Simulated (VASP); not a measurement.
**La: single point with PBEsol**

La:

```
La
1.0
    -2.08135    2.08135    2.12383
     2.08135   -2.08135    2.12383
     2.08135    2.08135   -2.12383
La
1
Direct
  0.00000 0.00000 0.00000
```

```json
{
  "Program": "VASP 6.6.1",
  "Task": "single point",
  "Functional": "PBEsol",
  "Potentials or basis": "VASP PAW PBE potentials, release 64 (La)",
  "Cutoff": "520 eV",
  "k mesh": "9 × 9 × 9",
  "Occupations": "fermi-dirac, width 0.05 eV",
  "Spin": "no spin polarisation"
}
```

```
Pressure : -1.7 GPa
```

Stress tensor (GPa, compression positive):
```
-1.95  0.00  0.00
 0.00 -1.95  0.00
 0.00  0.00 -1.09
```

Levels at points of the mesh, in eV from the Fermi level:
```csv
k point,band 2,band 3,band 4,band 5,band 6,band 7,band 8,band 9,band 10,band 11
"(0.00, 0.00, 0.00)",-15.74,-15.74,-15.74,-3.23,1.43,1.43,1.54,1.58,1.58,1.62
```

It took 17 s on 1 thread of AMD EPYC 9R45 96-Core Processor (Zen 5), on a shared host, peak memory 0.16 GiB.

Caveat: the PAW data sets were made with another functional, which shifts forces and pressure a little; spin-orbit coupling is left out, which moves the levels of the heavy elements.
